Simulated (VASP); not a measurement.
# SrO (Fm-3m) in VASP: notebook

SrO is run at these levels: PBE, RPBE+D3(BJ); tasks: single point, relaxation of cell and atoms.

All numbers are computed with VASP 6.6.1; they aren't measurements. Logs are shortened: lines on timing, memory, paths and dates and some standing lists are left out, and cuts for length are marked.

**1. The cell of the first run**

Symmetry: Fm-3m, No. 225, cubic system. The conventional cell has a = 5.133 Å, b = 5.133 Å, c = 5.133 Å, α = 90.00°, β = 90.00°, γ = 90.00°. Within 3.4 Å of Sr (site symmetry m-3m) lie 6 O at 2.57 Å. Within 3.4 Å of O (site symmetry m-3m) lie 6 Sr at 2.57 Å.

**2. Single point, PBE**

Input file INCAR:

```
SYSTEM = SrO
ALGO = Normal
EDIFF = 1E-7
ENCUT = 520
GGA = PE
ISIF = 2
ISMEAR = 0
LASPH = .True.
LCHARG = .False.
LREAL = .False.
LWAVE = .False.
NBANDS = 15
NELM = 80
PREC = Accurate
SIGMA = 0.020999999999999998
```

Input file KPOINTS:

```
k-points
0
Gamma
  9 9 9
  0 0 0
```

Input file POSCAR:

```
SrO
1.0
    0.0000000000      2.5663000000      2.5663000000
    2.5663000000      0.0000000000      2.5663000000
    2.5663000000      2.5663000000      0.0000000000
Sr O
1 1
Direct
    0.5000000000      0.5000000000      0.5000000000
    0.0000000000      0.0000000000      0.0000000000
```

Potentials or basis: VASP PAW PBE potentials, release 64 (Sr_sv, O).

On the command line:

```
> cat potpaw_PBE.64/Sr_sv/POTCAR potpaw_PBE.64/O/POTCAR > POTCAR
> mpirun -np 1 vasp_std > vasp.out
```

OUTCAR:

```text
SYSTEM = SrO
   EDIFF = 1E-7
   ENCUT = 520
   GGA = PE
   ISIF = 2
   ISMEAR = 0
   LASPH = .True.
   LREAL = .False.
   NELM = 80
   PREC = Accurate

 ion  position               nearest neighbor table
   1  0.500  0.500  0.500-   2 2.57   2 2.57   2 2.57   2 2.57   2 2.57   2 2.57
   2  0.000  0.000  0.000-   1 2.57   1 2.57   1 2.57   1 2.57   1 2.57   1 2.57

  LATTYP: Found a face centered cubic cell.
 ALAT       =     5.1326000000

  Lattice vectors:

 A1 = (   0.0000000000,   2.5663000000,   2.5663000000)
 A2 = (   2.5663000000,   0.0000000000,   2.5663000000)
 A3 = (   2.5663000000,   2.5663000000,   0.0000000000)

Analysis of symmetry for initial positions (statically):
=====================================================================
 Subroutine PRICEL returns:
 Original cell was already a primitive cell.

 Routine SETGRP: Setting up the symmetry group for a
 face centered cubic supercell.

 Subroutine GETGRP returns: Found 48 space group operations
[... 9 lines left out ...]

 Routine SETGRP: Setting up the symmetry group for a
 face centered cubic supercell.

 Subroutine GETGRP returns: Found 48 space group operations
[... 11 lines left out ...]
                                     Primitive cell

  volume of cell :      33.8028

  direct lattice vectors                    reciprocal lattice vectors
     0.000000000  2.566300000  2.566300000    -0.194833028  0.194833028  0.194833028
     2.566300000  0.000000000  2.566300000     0.194833028 -0.194833028  0.194833028
     2.566300000  2.566300000  0.000000000     0.194833028  0.194833028 -0.194833028

  length of vectors
     3.629296265  3.629296265  3.629296265     0.337460704  0.337460704  0.337460704

  position of ions in fractional coordinates (direct lattice)
     0.500000000  0.500000000  0.500000000
     0.000000000  0.000000000  0.000000000

  ion indices of the primitive-cell ions
   primitive index   ion index
                 1           1
                 2           2

----------------------------------------------------------------------------------------

 KPOINTS: k-points

Automatic generation of k-mesh.
 Grid dimensions read from file:
 generate k-points for:    9    9    9

 Generating k-lattice:

  Cartesian coordinates                     Fractional coordinates (reciprocal lattice)
    -0.021648114  0.021648114  0.021648114     0.111111111  0.000000000  0.000000000
     0.021648114 -0.021648114  0.021648114     0.000000000  0.111111111  0.000000000
     0.021648114  0.021648114 -0.021648114     0.000000000  0.000000000  0.111111111

  Length of vectors
     0.037495634  0.037495634  0.037495634

  Shift w.r.t. Gamma in fractional coordinates (k-lattice)
     0.000000000  0.000000000  0.000000000

 Subroutine IBZKPT returns following result:
 ===========================================

 Found     35 irreducible k-points:

 Following reciprocal coordinates:
            Coordinates               Weight
  0.000000  0.000000  0.000000      1.000000
  0.111111  0.000000  0.000000      8.000000
  0.222222  0.000000  0.000000      8.000000
  0.333333  0.000000  0.000000      8.000000
  0.444444  0.000000  0.000000      8.000000
  0.111111  0.111111  0.000000      6.000000
[... 16 lines left out ...]
 -0.333333  0.333333  0.000000     12.000000
  0.444444  0.444444  0.000000      6.000000
 [... further k-points ...]
   k-points           NKPTS =     35   k-points in BZ     NKDIM =     35   number of bands    NBANDS=     15
   number of dos      NEDOS =    301   number of ions     NIONS =      2
   total plane-waves  NPLWV =  21952
   dimension x,y,z NGX =    28 NGY =   28 NGZ =   28
   dimension x,y,z NGXF=    56 NGYF=   56 NGZF=   56
   ions per type =               1   1
   NGX,Y,Z   is equivalent  to a cutoff of  12.83, 12.83, 12.83 a.u.
   NGXF,Y,Z  is equivalent  to a cutoff of  25.65, 25.65, 25.65 a.u.
 SYSTEM =  SrO
   PREC   = accura    normal or accurate (medium, high low for compatibility)
   ISTART =      0    job   : 0-new  1-cont  2-samecut
   ICHARG =      2    charge: 1-file 2-atom 10-const
   ISPIN  =      1    spin polarized calculation?
   LNONCOLLINEAR =      F non collinear calculations
   LSORBIT =      F    spin-orbit coupling
   LASPH  =      T    aspherical Exc in radial PAW
   ENCUT  =  520.0 eV  38.22 Ry    6.18 a.u.   6.75  6.75  6.75*2*pi/ulx,y,z
   NELM   =     80;   NELMIN=  2; NELMDL= -5     # of ELM steps
   EDIFF  = 0.1E-06   stopping-criterion for ELM
   LREAL  =      F    real-space projection
   EDIFFG = 0.1E-05   stopping-criterion for IOM
   NSW    =      0    number of steps for IOM
   IBRION =     -1    ionic relax: 0-MD 1-quasi-New 2-CG
   NFREE  =      0    steps in history (QN), initial steepest desc. (CG)
   ISIF   =      2    stress and relaxation
   ISYM   =      2    0-nonsym 1-usesym 2-fastsym
   POTIM  = 0.5000    time-step for ionic-motion
   TEBEG  =    0.0;   TEEND  =   0.0 temperature during run
   PSTRESS=    0.0 pullay stress
   NELECT =      16.0000    total number of electrons
   NUPDOWN=      -1.0000    fix difference up-down
   EMIN   =  10.00;   EMAX   =-10.00  energy-range for DOS
   EFERMI =   0.00;   METHOD = LEGACY
   ISMEAR =     0;   SIGMA  =   0.02  broadening in eV -4-tet -1-fermi 0-gaus
   EFERMI_NEDOS =   21; number of points for ismear=-14 and -15
   IALGO  =     38    algorithm
   IMIX   =      4    mixing-type and parameters
     AMIX     =   0.40;   BMIX     =  1.00
     AMIX_MAG =   1.60;   BMIX_MAG =  1.00
  volume/ion in A,a.u.               =      16.90       114.06
  Fermi-wavevector in a.u.,A,eV,Ry     =   1.275843  2.410995 22.147245  1.627777
  Thomas-Fermi vector in A             =   2.408533
   LORBIT       =      0    0 simple, 1 ext, 2 COOP (PROOUT), +10 PAW based schemes
   GGA     = PE    functional components
   LHFCALC =     F    Hartree Fock is set to
   AEXX    =    0.0000 exact exchange contribution
   IVDW    =     0    specifies the selected vdW correction
   LEPSILON=     F    determine dielectric tensor
   LRPA    =     F    only Hartree local field effects (RPA)
 non-spin polarized calculation
 Gauss-broadening in eV      SIGMA  =   0.02
  energy-cutoff  :      520.00
  volume of cell :       33.80
 maximum number of plane-waves:       941
   NGX = 13   NGY = 13   NGZ = 13

 number of electron      15.9999996 magnetization

 Free energy of the ion-electron system (eV)
  ---------------------------------------------------
  ext. energy  EPLUGINS =         0.00000000
  ---------------------------------------------------
  free energy    TOTEN  =       -12.03701856 eV

  energy without entropy =      -12.03701856  energy(sigma->0) =      -12.03701856

 E-fermi :   1.7724     XC(G=0): -10.0523

 val. band max:        1.6895042157   @ k =   0.0000   0.0000   0.0000
 cond. band min:       5.0092587483   @ k =   0.4444   0.4444   0.0000
 fundamental gap:      3.3197545326
 Fermi energy:         1.7724343298

 k-point     1 :       0.0000    0.0000    0.0000
  band No.  band energies     occupation
      1     -30.6805      2.00000
      2     -13.4081      2.00000
      3     -12.3125      2.00000
      4     -12.3125      2.00000
      5     -12.3125      2.00000
      6       1.6895      2.00000
      7       1.6895      2.00000
      8       1.6895      2.00000
      9       5.7121      0.00000
     10       7.9122      0.00000
     11       7.9122      0.00000
     12       7.9122      0.00000
     13      10.0917      0.00000
     14      10.0917      0.00000
     15      14.4285      0.00000

 k-point     2 :       0.1111    0.0000    0.0000
  band No.  band energies     occupation
      1     -30.6642      2.00000
      2     -13.7130      2.00000
      3     -12.3224      2.00000
      4     -12.3224      2.00000
      5     -12.0473      2.00000
      6       1.3194      2.00000
      7       1.5293      2.00000
      8       1.5293      2.00000
      9       6.2769      0.00000
     10       7.7854      0.00000
     11       8.1563      0.00000
     12       8.1563      0.00000
     13      10.4199      0.00000
     14      10.4199      0.00000
     15      15.2336      0.00000

 k-point     3 :       0.2222    0.0000    0.0000
  band No.  band energies     occupation
      1     -30.6226      2.00000
      2     -14.2297      2.00000
      3     -12.3471      2.00000
      4     -12.3471      2.00000
      5     -11.6320      2.00000
      6       0.5893      2.00000
      7       1.1605      2.00000
      8       1.1605      2.00000
      9       7.5310      0.00000
     10       7.7332      0.00000
     11       8.8353      0.00000
     12       8.8353      0.00000
     13      11.2678      0.00000
     14      11.2678      0.00000
     15      17.0311      0.00000

 k-point     4 :       0.3333    0.0000    0.0000
  band No.  band energies     occupation
      1     -30.5747      2.00000
      2     -14.6654      2.00000
      3     -12.3748      2.00000
      4     -12.3748      2.00000
      5     -11.3120      2.00000
      6      -0.0677      2.00000
      7       0.7905      2.00000
      8       0.7905      2.00000
      9       7.9003      0.00000
     10       9.0162      0.00000
     11       9.7507      0.00000
     12       9.7507      0.00000
     13      12.3726      0.00000
     14      12.3726      0.00000
     15      17.6185      0.00000
[... 307 lines left out ...]
 k-point    22 :      -0.4444    0.3333    0.0000
  band No.  band energies     occupation
      1     -30.5029      2.00000
      2     -14.1601      2.00000
      3     -13.0435      2.00000
      4     -12.5934      2.00000
      5     -11.9672      2.00000
      6       0.8201      2.00000
      7       1.1472      2.00000
      8       1.1823      2.00000
      9       6.2440      0.00000
     10       9.7429      0.00000
     11      10.5214      0.00000
     12      11.9029      0.00000
     13      12.6730      0.00000
     14      14.8712      0.00000
     15      15.0205      0.00000

 k-point    23 :      -0.3333    0.3333    0.0000
  band No.  band energies     occupation
      1     -30.5067      2.00000
      2     -14.3902      2.00000
      3     -13.0112      2.00000
      4     -12.5191      2.00000
      5     -11.6633      2.00000
      6       0.3637      2.00000
      7       0.8797      2.00000
      8       1.2092      2.00000
      9       7.3913      0.00000
     10       8.9145      0.00000
     11      10.6987      0.00000
     12      11.2747      0.00000
     13      13.0529      0.00000
     14      14.5441      0.00000
     15      16.7870      0.00000

 k-point    24 :       0.4444    0.4444    0.0000
  band No.  band energies     occupation
      1     -30.5032      2.00000
      2     -13.6833      2.00000
      3     -12.9344      2.00000
      4     -12.6737      2.00000
      5     -12.6737      2.00000
      6       1.1559      2.00000
      7       1.5972      2.00000
      8       1.5972      2.00000
      9       5.0093      0.00000
     10       9.4193      0.00000
     11      11.8281      0.00000
     12      12.1124      0.00000
     13      12.6486      0.00000
     14      12.6486      0.00000
     15      15.8627      0.00000

 [... further k-points ...]
[... 5 lines left out ...]
  --------------------------------------------------------------------------------------
  -------------------------------------------------------------------------------------
  Total        0.8273151      0.8273151      0.8273151      0.0000000     -0.0000000      0.0000000
  in kB       39.2129267     39.2129267     39.2129267      0.0000000     -0.0000000      0.0000000
  external PRESSURE =      39.2129267 kB  Pullay stress =       0.0000000 kB

 VOLUME and BASIS-vectors are now :
 -----------------------------------------------------------------------------
  energy-cutoff  :      520.00
  volume of cell :       33.80
      direct lattice vectors                 reciprocal lattice vectors
     0.000000000  2.566300000  2.566300000    -0.194833028  0.194833028  0.194833028
     2.566300000  0.000000000  2.566300000     0.194833028 -0.194833028  0.194833028
     2.566300000  2.566300000  0.000000000     0.194833028  0.194833028 -0.194833028

 POSITION                                       TOTAL-FORCE (eV/Angst)
 -----------------------------------------------------------------------------------
      2.56630      2.56630      2.56630        -0.000000     -0.000000      0.000000
      0.00000      0.00000      0.00000         0.000000      0.000000     -0.000000
 -----------------------------------------------------------------------------------
    total drift:                                0.000000      0.000000      0.000000

  FREE ENERGIE OF THE ION-ELECTRON SYSTEM (eV)
  ---------------------------------------------------
  free  energy   TOTEN  =       -12.0370185598 eV

  energy  without entropy=      -12.0370185598  energy(sigma->0) =      -12.03701856
```

It took 46 s on 1 thread of AMD EPYC 7R13, shared host; peak memory 0.13 GiB.

What came out:

* Free energy: -12.0370 eV
* Pressure: 3.9 GPa
* Band gap on the k mesh: 3.32 eV, indirect (least direct gap 3.41 eV)

A k mesh can miss the band edges.

**3. Relaxation of cell and atoms, RPBE+D3(BJ)**

Input file INCAR:

```
ALGO     = Normal         # electronic algorithm
EDIFF    = 1E-7           # SCF threshold, eV
EDIFFG   = -0.005         # ionic threshold
ENCUT    = 600            # plane-wave cutoff, eV
GGA      = RP             # functional
IBRION   = 2              # ionic algorithm
ISIF     = 3              # what is computed and relaxed
ISMEAR   = -1             # smearing method
IVDW     = 12             # dispersion correction
LASPH    = T              # aspherical terms in the spheres
LCHARG   = F              # write CHGCAR
LREAL    = F              # projectors in reciprocal space
LWAVE    = F              # write WAVECAR
NELM     = 80             # most SCF steps
NSW      = 80             # ionic steps
PREC     = Accurate       # precision mode
SIGMA    = 0.05           # smearing width, eV
```

Input file KPOINTS:

```
k-points
0
Gamma
  9 9 9
```

POSCAR is that of step 2.

Potentials or basis: VASP PAW PBE potentials, release 64 (Sr_sv, O).

On the command line:

```
> cat potpaw_PBE.64/Sr_sv/POTCAR potpaw_PBE.64/O/POTCAR > POTCAR
> mpirun -np 1 vasp_std > vasp.out
```

Run time: 3.2 min. Hardware: 1 thread of AMD EPYC 7R13, shared host; peak memory 0.17 GiB.

It converged, with:

```
Free energy                            : -14.8196 eV
Relaxed volume                         : 14.82 Å³/atom
Relaxed cell                           : a = 3.474 Å, b = 3.474 Å, c = 3.474 Å, α = 60.00°, β = 60.00°, γ = 60.00°
Space group after relaxing (to 0.05 Å) : Fm-3m (No. 225)
Energy gained by relaxing              : 102.1 meV/atom
Ionic steps                            : 6
Pressure after relaxing                : 0.0 GPa
Band gap on the k mesh                 : 3.30 eV, direct
Dispersion energy per atom             : -1.939 eV
```

The path:
| step | energy change (eV) | largest force (eV/Å) | pressure (GPa) | volume (Å³) |
| --- | --- | --- | --- | --- |
| 1 | 0.0000 | 0.0000 | -13.87 | 33.80 |
| 2 | -0.0935 | 0.0000 | 15.40 | 27.14 |
| 3 | -0.2042 | 0.0000 | -0.16 | 29.67 |
| 4 | -0.2042 | 0.0000 | 0.21 | 29.59 |
| 5 | -0.2042 | 0.0000 | -0.16 | 29.67 |
| 6 | -0.2042 | 0.0000 | 0.01 | 29.64 |

Final structure:
```
CELL_PARAMETERS angstrom
0.00000 2.45621 2.45621
2.45621 0.00000 2.45621
2.45621 2.45621 0.00000
ATOMIC_POSITIONS crystal
Sr 0.50000 0.50000 0.50000
O 0.00000 0.00000 0.00000
```

Levels at points of the mesh, in eV from the valence-band top:
| k point | band 5 | band 6 | band 7 | band 8 | band 9 | band 10 | band 11 | band 12 |
| --- | --- | --- | --- | --- | --- | --- | --- | --- |
| (0.00, 0.00, 0.00) | -13.53 | -0.02 | -0.02 | -0.02 | 5.22 | 6.53 | 6.53 | 6.53 |

Caveat: the PAW data sets were made with another functional, which shifts forces and pressure a little; the volume moved by -12 % from the deposited cell, more than functionals usually miss.
